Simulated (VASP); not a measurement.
A run of VASP 6.6.1 is set up as follows.

Contents of INCAR:

```
ALGO = Fast
EDIFF = 1E-6
ENCUT = 520
GGA = PE
ISIF = 2
ISMEAR = 0
LASPH = T
LCHARG = T
LELF = T
LREAL = F
LVHAR = T
LWAVE = F
NBANDS = 16
NELM = 60
PREC = Accurate
SIGMA = 0.15
```

KPOINTS

```
k-points
0
Gamma
  18 18 12
```

The input POSCAR:

```
Ir
1.0
    2.6413227788      0.0000000000      0.0000000000
   -1.3206613894      2.2874526260      0.0000000000
    0.0000000000      0.0000000000      4.8192732000
Ir
2
Direct
    0.6666666667      0.3333333333      0.7500000000
    0.3333333333      0.6666666667      0.2500000000
```

Potentials or basis: VASP PAW PBE potentials, release 64 (Ir).

The run is started by

```bash
$ cat potpaw_PBE.64/Ir/POTCAR > POTCAR
$ mpirun -np 1 vasp_std > vasp.out
```

Problem. Predict the pressure.

Solution. 6.5 GPa.

Problem. Estimate the band gap on the k mesh.

Solution. Zero (band 9 reaches 11.58 eV, above the bottom of band 10 at 8.16 eV).

Stress tensor (GPa, compression positive):
```
 20.97   0.00   0.00
  0.00  20.97   0.00
  0.00   0.00 -22.55
```

Caveat: the cell differs from its parent crystal (strain -0.040 along x and y, +0.080 along z); spin-orbit coupling is left out, which moves the levels of the heavy elements.
